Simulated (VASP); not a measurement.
# KMgF3 (Pm-3m) in VASP: settings compared

The runs below take KMgF3 through single point, relaxation of cell and atoms, with PBE0, r2SCAN.

Everything below comes from runs of VASP 6.6.1. Logs are shortened: lines on timing, memory, paths and dates and some standing lists are left out, and cuts for length are marked.

## (1) The cell of the first run

The structure is cubic, space group Pm-3m (No. 221). Conventional cell: a = 3.986 Å, b = 3.986 Å, c = 3.986 Å, α = 90.00°, β = 90.00°, γ = 90.00°. K (site symmetry m-3m) has 12 F at 2.82 Å and 8 Mg at 3.45 Å within 3.7 Å. Mg (site symmetry m-3m) has 6 F at 1.99 Å within 2.6 Å. Within 2.6 Å of F (site symmetry 4/mmm) lie 2 Mg at 1.99 Å.

## (2) Single point, PBE0

Contents of POSCAR:

```
KMgF3
1.0
    3.9859000000      0.0000000000      0.0000000000
    0.0000000000      3.9859000000      0.0000000000
    0.0000000000      0.0000000000      3.9859000000
K Mg F
1 1 3
Direct
    0.5000000000      0.5000000000      0.5000000000
    0.0000000000      0.0000000000      0.0000000000
    0.0000000000      0.0000000000      0.5000000000
    0.0000000000      0.5000000000      0.0000000000
    0.5000000000      0.0000000000      0.0000000000
```

Contents of INCAR.step1:

```
ALGO     = Normal         # electronic algorithm
EDIFF    = 1E-5           # SCF threshold, eV
ENCUT    = 520            # plane-wave cutoff, eV
GGA      = PE             # functional
ISIF     = 2              # what is computed and relaxed
ISMEAR   = -1             # smearing method
KPAR     = 4            
LASPH    = True           # aspherical terms in the spheres
LREAL    = False          # projectors in reciprocal space
LWAVE    = True           # write WAVECAR
NBANDS   = 24             # bands
NELM     = 60             # most SCF steps
PREC     = Accurate       # precision mode
SIGMA    = 0.05           # smearing width, eV
```

Contents of INCAR.step2:

```
AEXX     = 0.25           # exact-exchange fraction
ALGO     = Normal         # electronic algorithm
EDIFF    = 1E-6           # SCF threshold, eV
ENCUT    = 520            # plane-wave cutoff, eV
GGA      = PE             # functional
ISIF     = 2              # what is computed and relaxed
ISMEAR   = -1             # smearing method
ISTART   = 1            
KPAR     = 4            
LASPH    = True           # aspherical terms in the spheres
LCHARG   = True           # write CHGCAR
LHFCALC  = True           # exact exchange
LREAL    = False          # projectors in reciprocal space
LVHAR    = True         
LWAVE    = False          # write WAVECAR
NBANDS   = 24             # bands
NELM     = 60             # most SCF steps
PREC     = Accurate       # precision mode
PRECFOCK = Fast         
SIGMA    = 0.05           # smearing width, eV
```

Contents of KPOINTS:

```
k-points
0
Gamma
  6 6 6
```

Potentials or basis: VASP PAW PBE potentials, release 64 (K_sv, Mg, F).

The run is started by

```
> cat potpaw_PBE.64/K_sv/POTCAR potpaw_PBE.64/Mg/POTCAR potpaw_PBE.64/F/POTCAR > POTCAR
> cp INCAR.step1 INCAR
> mpirun -np 4 vasp_std > vasp.out
> cp INCAR.step2 INCAR
> mpirun -np 4 vasp_std > vasp.out
```

OUTCAR:

```text
AEXX = 0.25
   EDIFF = 1E-6
   ENCUT = 520
   GGA = PE
   ISIF = 2
   ISMEAR = -1
   ISTART = 1
   LASPH = True
   LHFCALC = True
   LREAL = False
   NELM = 60
   PREC = Accurate
   PRECFOCK = Fast

 ion  position               nearest neighbor table
   1  0.500  0.500  0.500-   3 2.82   4 2.82   5 2.82   4 2.82   5 2.82   3 2.82   5 2.82   5 2.82
                             3 2.82   4 2.82   4 2.82   3 2.82   2 3.45   2 3.45   2 3.45   2 3.45
   2  0.000  0.000  0.000-   3 1.99   4 1.99   5 1.99   3 1.99   4 1.99   5 1.99   1 3.45   1 3.45
                             1 3.45   1 3.45   1 3.45   1 3.45   1 3.45   1 3.45
   3  0.000  0.000  0.500-   2 1.99   2 1.99   1 2.82   1 2.82   1 2.82   1 2.82
   4  0.000  0.500  0.000-   2 1.99   2 1.99   1 2.82   1 2.82   1 2.82   1 2.82
   5  0.500  0.000  0.000-   2 1.99   2 1.99   1 2.82   1 2.82   1 2.82   1 2.82

  LATTYP: Found a simple cubic cell.
 ALAT       =     3.9859000000

  Lattice vectors:

 A1 = (   3.9859000000,   0.0000000000,   0.0000000000)
 A2 = (   0.0000000000,   3.9859000000,   0.0000000000)
 A3 = (   0.0000000000,   0.0000000000,   3.9859000000)

Analysis of symmetry for initial positions (statically):
=====================================================================
 Subroutine PRICEL returns:
 Original cell was already a primitive cell.

 Routine SETGRP: Setting up the symmetry group for a
 simple cubic supercell.

 Subroutine GETGRP returns: Found 48 space group operations
 (whereof 48 operations were pure point group operations)
 out of a pool of 48 trial point group operations.

The static configuration has the point symmetry O_h .

Analysis of symmetry for dynamics (positions and initial velocities):
=====================================================================
 Subroutine PRICEL returns:
 Original cell was already a primitive cell.

 Routine SETGRP: Setting up the symmetry group for a
 simple cubic supercell.

 Subroutine GETGRP returns: Found 48 space group operations
 (whereof 48 operations were pure point group operations)
 out of a pool of 48 trial point group operations.

The dynamic configuration has the point symmetry O_h .

 Subroutine INISYM returns: Found 48 space group operations
 (whereof 48 operations are pure point group operations),
 and found     1 'primitive' translations

----------------------------------------------------------------------------------------

                                     Primitive cell

  volume of cell :      63.3256

  direct lattice vectors                    reciprocal lattice vectors
     3.985900000  0.000000000  0.000000000     0.250884367  0.000000000  0.000000000
     0.000000000  3.985900000  0.000000000     0.000000000  0.250884367  0.000000000
     0.000000000  0.000000000  3.985900000     0.000000000  0.000000000  0.250884367

  length of vectors
     3.985900000  3.985900000  3.985900000     0.250884367  0.250884367  0.250884367

  position of ions in fractional coordinates (direct lattice)
     0.500000000  0.500000000  0.500000000
     0.000000000  0.000000000  0.000000000
     0.000000000  0.000000000  0.500000000
     0.000000000  0.500000000  0.000000000
     0.500000000  0.000000000  0.000000000

  ion indices of the primitive-cell ions
   primitive index   ion index
                 1           1
                 2           2
                 3           3
                 4           4
                 5           5

----------------------------------------------------------------------------------------

 KPOINTS: k-points

Automatic generation of k-mesh.
 Grid dimensions read from file:
 generate k-points for:    6    6    6

 Generating k-lattice:

  Cartesian coordinates                     Fractional coordinates (reciprocal lattice)
     0.041814061  0.000000000  0.000000000     0.166666667  0.000000000  0.000000000
     0.000000000  0.041814061  0.000000000     0.000000000  0.166666667  0.000000000
     0.000000000  0.000000000  0.041814061     0.000000000  0.000000000  0.166666667

  Length of vectors
     0.041814061  0.041814061  0.041814061

  Shift w.r.t. Gamma in fractional coordinates (k-lattice)
     0.000000000  0.000000000  0.000000000

 Subroutine IBZKPT returns following result:
 ===========================================

 Found     20 irreducible k-points:

 Following reciprocal coordinates:
            Coordinates               Weight
  0.000000  0.000000  0.000000      1.000000
  0.166667  0.000000  0.000000      6.000000
  0.333333  0.000000  0.000000      6.000000
  0.500000  0.000000  0.000000      3.000000
  0.166667  0.166667  0.000000     12.000000
  0.333333  0.166667  0.000000     24.000000
[... 12 lines left out ...]
  0.500000  0.500000  0.333333      6.000000
  0.500000  0.500000  0.500000      1.000000
   k-points           NKPTS =     20   k-points in BZ     NKDIM =    216   number of bands    NBANDS=     24
   number of dos      NEDOS =    301   number of ions     NIONS =      5
   total plane-waves  NPLWV =  27000
   dimension x,y,z NGX =    30 NGY =   30 NGZ =   30
   dimension x,y,z NGXF=    60 NGYF=   60 NGZF=   60
   ions per type =               1   1   3
   NGX,Y,Z   is equivalent  to a cutoff of  12.51, 12.51, 12.51 a.u.
   NGXF,Y,Z  is equivalent  to a cutoff of  25.03, 25.03, 25.03 a.u.
 SYSTEM =  unknown system
   PREC   = accura    normal or accurate (medium, high low for compatibility)
   ISTART =      1    job   : 0-new  1-cont  2-samecut
   ICHARG =      0    charge: 1-file 2-atom 10-const
   ISPIN  =      1    spin polarized calculation?
   LNONCOLLINEAR =      F non collinear calculations
   LSORBIT =      F    spin-orbit coupling
   LASPH  =      T    aspherical Exc in radial PAW
   ENCUT  =  520.0 eV  38.22 Ry    6.18 a.u.   7.41  7.41  7.41*2*pi/ulx,y,z
   NELM   =     60;   NELMIN=  2; NELMDL=  0     # of ELM steps
   EDIFF  = 0.1E-05   stopping-criterion for ELM
   LREAL  =      F    real-space projection
   EDIFFG = 0.1E-04   stopping-criterion for IOM
   NSW    =      0    number of steps for IOM
   IBRION =     -1    ionic relax: 0-MD 1-quasi-New 2-CG
   NFREE  =      0    steps in history (QN), initial steepest desc. (CG)
   ISIF   =      2    stress and relaxation
   ISYM   =      3    0-nonsym 1-usesym 2-fastsym
   POTIM  = 0.5000    time-step for ionic-motion
   TEBEG  =    0.0;   TEEND  =   0.0 temperature during run
   PSTRESS=    0.0 pullay stress
   NELECT =      32.0000    total number of electrons
   NUPDOWN=      -1.0000    fix difference up-down
   EMIN   =  10.00;   EMAX   =-10.00  energy-range for DOS
   EFERMI =   0.00;   METHOD = LEGACY
   ISMEAR =    -1;   SIGMA  =   0.05  broadening in eV -4-tet -1-fermi 0-gaus
   EFERMI_NEDOS =   21; number of points for ismear=-14 and -15
   IALGO  =     38    algorithm
   IMIX   =      1    mixing-type and parameters
     AMIX     =   0.40;   BMIX     =  1.00
     AMIX_MAG =   1.60;   BMIX_MAG =  1.00
  volume/ion in A,a.u.               =      12.67        85.47
  Fermi-wavevector in a.u.,A,eV,Ry     =   1.303962  2.464132 23.134232  1.700318
  Thomas-Fermi vector in A             =   2.434930
   LORBIT       =      0    0 simple, 1 ext, 2 COOP (PROOUT), +10 PAW based schemes
   GGA     = PE    functional components
   LHFCALC =     T    Hartree Fock is set to
   PRECFOCK=fast      Normal, Fast or Accurate (Low or Medium for compatibility)
   ENCUT4O =  -1.0   cutoff for four orbital integrals eV
   NKREDX  =     1    reduce k-point grid by
   NKREDY  =     1    reduce k-point grid by
   NKREDZ  =     1    reduce k-point grid by
   AEXX    =    0.2500 exact exchange contribution
   HFSCREEN=    0.0000 screening length (either q_TF or 0.3 A-1)
   HFSCREENC=   0.0000 screening length for correlation (either q_TF or 0.3 A-1)
   ENCUTFOCK=  -1.0 apply spherical cutoff to Coloumb kernel
   IVDW    =     0    specifies the selected vdW correction
   LEPSILON=     F    determine dielectric tensor
   LRPA    =     F    only Hartree local field effects (RPA)
 non-spin polarized calculation
  energy-cutoff  :      520.00
  volume of cell :       63.33
 maximum number of plane-waves:      1743
 NGX is ok and might be reduce to    30
  NGX = 16; NGY = 16; NGZ = 16

 number of electron      31.9999958 magnetization

 Free energy of the ion-electron system (eV)
  ---------------------------------------------------
  ext. energy  EPLUGINS =         0.00000000
  ---------------------------------------------------
  free energy    TOTEN  =       -30.77174353 eV

  energy without entropy =      -30.77174353  energy(sigma->0) =      -30.77174353

 E-fermi :  -2.5639     XC(G=0):  -7.5719

 val. band max:       -3.7257687319   @ k =   0.5000   0.5000   0.5000
 cond. band min:       6.5739828268   @ k =   0.0000   0.0000   0.0000
 fundamental gap:     10.2997515587
 Fermi energy:        -2.5638746460

 k-point     1 :       0.0000    0.0000    0.0000
  band No.  band energies     occupation
      1     -30.8126      2.00000
      2     -25.4149      2.00000
      3     -24.7396      2.00000
      4     -24.7396      2.00000
      5     -12.9506      2.00000
      6     -12.9506      2.00000
[... 16 lines left out ...]
     23      13.4852      0.00000
     24      16.6354      0.00000

 k-point     2 :       0.1667    0.0000    0.0000
  band No.  band energies     occupation
      1     -30.8048      2.00000
      2     -25.3840      2.00000
      3     -24.7778      2.00000
      4     -24.7369      2.00000
      5     -12.9430      2.00000
      6     -12.9346      2.00000
[... 16 lines left out ...]
     23      13.5139      0.00000
     24      16.4654      0.00000

 k-point     3 :       0.3333    0.0000    0.0000
  band No.  band energies     occupation
      1     -30.7891      2.00000
      2     -25.3077      2.00000
      3     -24.8688      2.00000
      4     -24.7328      2.00000
      5     -12.9279      2.00000
      6     -12.9020      2.00000
[... 16 lines left out ...]
     23      13.5465      0.00000
     24      16.0058      0.00000
[... 406 lines left out ...]
 k-point    19 :       0.5000    0.5000    0.3333
  band No.  band energies     occupation
      1     -30.7485      2.00000
      2     -24.9429      2.00000
      3     -24.9346      2.00000
      4     -24.9346      2.00000
      5     -13.1180      2.00000
      6     -13.1180      2.00000
[... 16 lines left out ...]
     23      14.3113      0.00000
     24      14.3113      0.00000

 k-point    20 :       0.5000    0.5000    0.5000
  band No.  band energies     occupation
      1     -30.7449      2.00000
      2     -24.9298      2.00000
      3     -24.9298      2.00000
      4     -24.9298      2.00000
      5     -13.1495      2.00000
      6     -13.1495      2.00000
[... 16 lines left out ...]
     23      14.6764      0.00000
     24      14.6764      0.00000

------------------------ aborting loop because EDIFF is reached ----------------------------------------

  FORCE on cell =-STRESS in cart. coord.  units (eV):
  Direction    XX          YY          ZZ          XY          YZ          ZX
  --------------------------------------------------------------------------------------
  -------------------------------------------------------------------------------------
  Total        0.3181464      0.3181464      0.3181464      0.0000000     -0.0000000     -0.0000000
  in kB        8.0493044      8.0493044      8.0493044      0.0000000     -0.0000000     -0.0000000
  external PRESSURE =       8.0493044 kB  Pullay stress =       0.0000000 kB

 VOLUME and BASIS-vectors are now :
 -----------------------------------------------------------------------------
  energy-cutoff  :      520.00
  volume of cell :       63.33
      direct lattice vectors                 reciprocal lattice vectors
     3.985900000  0.000000000  0.000000000     0.250884367  0.000000000  0.000000000
     0.000000000  3.985900000  0.000000000     0.000000000  0.250884367  0.000000000
     0.000000000  0.000000000  3.985900000     0.000000000  0.000000000  0.250884367

 POSITION                                       TOTAL-FORCE (eV/Angst)
 -----------------------------------------------------------------------------------
      1.99295      1.99295      1.99295         0.000000      0.000000      0.000000
      0.00000      0.00000      0.00000         0.000000      0.000000      0.000000
      0.00000      0.00000      1.99295         0.000000      0.000000      0.000000
      0.00000      1.99295      0.00000         0.000000      0.000000      0.000000
      1.99295      0.00000      0.00000         0.000000      0.000000      0.000000
 -----------------------------------------------------------------------------------
    total drift:                               -0.000000      0.000000     -0.000000

  FREE ENERGIE OF THE ION-ELECTRON SYSTEM (eV)
  ---------------------------------------------------
  free  energy   TOTEN  =       -30.7717435345 eV

  energy  without entropy=      -30.7717435345  energy(sigma->0) =      -30.77174353
```

Run time: 7.8 min. Hardware: 4 MPI ranks of Intel Xeon Platinum 8488C (Sapphire Rapids), shared host; peak memory 0.21 GiB.

Results:

```
Free energy            : -30.7717 eV
Pressure               : 0.8 GPa
Band gap on the k mesh : 10.30 eV (least direct gap 10.60 eV)
```

Caveat: the PAW data sets were made with another functional, which shifts forces and pressure a little.

## (3) Relaxation of cell and atoms, r2SCAN

POSCAR is that of step 2.

Contents of INCAR.step1:

```
SYSTEM = KMgF3
  ALGO = Normal
  EDIFF = 1E-4
  ENCUT = 600
  GGA = PE
  ISMEAR = -1
  LASPH = .TRUE.
  LCHARG = .FALSE.
  LREAL = .FALSE.
  LWAVE = .TRUE.
  NELM = 100
  PREC = Accurate
  SIGMA = 0.05
```

Contents of INCAR.step2:

```
SYSTEM = KMgF3
  ALGO = Normal
  EDIFF = 1E-7
  EDIFFG = -0.01
  ENCUT = 600
  IBRION = 2
  ISIF = 3
  ISMEAR = -1
  ISTART = 1
  LASPH = .TRUE.
  LCHARG = .FALSE.
  LMIXTAU = .TRUE.
  LREAL = .FALSE.
  LWAVE = .FALSE.
  METAGGA = R2SCAN
  NELM = 100
  NSW = 60
  PREC = Accurate
  SIGMA = 0.05
```

Contents of KPOINTS:

```
k-points
0
G
  7 7 7
  0 0 0
```

Potentials or basis: VASP PAW PBE potentials, release 64 (K_sv, Mg, F).

The run is started by

```
> cat potpaw_PBE.64/K_sv/POTCAR potpaw_PBE.64/Mg/POTCAR potpaw_PBE.64/F/POTCAR > POTCAR
> cp INCAR.step1 INCAR
> mpirun -np 1 vasp_std > vasp.out
> cp INCAR.step2 INCAR
> mpirun -np 1 vasp_std > vasp.out
```

Run time: 86 s. Hardware: 1 thread of Intel Xeon Platinum 8488C (Sapphire Rapids), shared host; peak memory 0.2 GiB.

It converged, with:

- Free energy: -37.4289 eV
- Relaxed volume: 12.52 Å³/atom
- Relaxed cell: a = 3.970 Å, b = 3.970 Å, c = 3.970 Å, α = 90.00°, β = 90.00°, γ = 90.00°
- Space group after relaxing (to 0.1 Å): Pm-3m (No. 221)
- Energy gained by relaxing: 0.5 meV/atom
- Ionic steps: 2
- Pressure after relaxing: -0.1 GPa
- Band gap on the k mesh: 8.38 eV (least direct gap 8.67 eV)

The path:
```tsv
step	energy change (eV)	largest force (eV/Å)	pressure (GPa)	volume (Å³)
1	0.0000	0.0000	-1.03	63.33
2	-0.0027	0.0000	-0.13	62.58
```

Final structure:
```xyz
5
Lattice="3.9703 0.0000 0.0000 0.0000 3.9703 0.0000 0.0000 0.0000 3.9703" Properties=species:S:1:pos:R:3 pbc="T T T"
K     1.9851    1.9851    1.9851
Mg    0.0000    0.0000    0.0000
F     0.0000    0.0000    1.9851
F     0.0000    1.9851    0.0000
F     1.9851    0.0000    0.0000
```

Levels at points of the mesh, in eV from the valence-band top:
| k point | band 13 | band 14 | band 15 | band 16 | band 17 | band 18 | band 19 | band 20 |
| --- | --- | --- | --- | --- | --- | --- | --- | --- |
| (0.00, 0.00, 0.00) | -0.61 | -0.29 | -0.29 | -0.29 | 8.38 | 10.89 | 10.89 | 13.24 |

Caveat: the PAW data sets were made with another functional, which shifts forces and pressure a little; an odd mesh through Γ misses points on the zone boundary, where band edges can lie.

(Continued in part 2 of 2.)
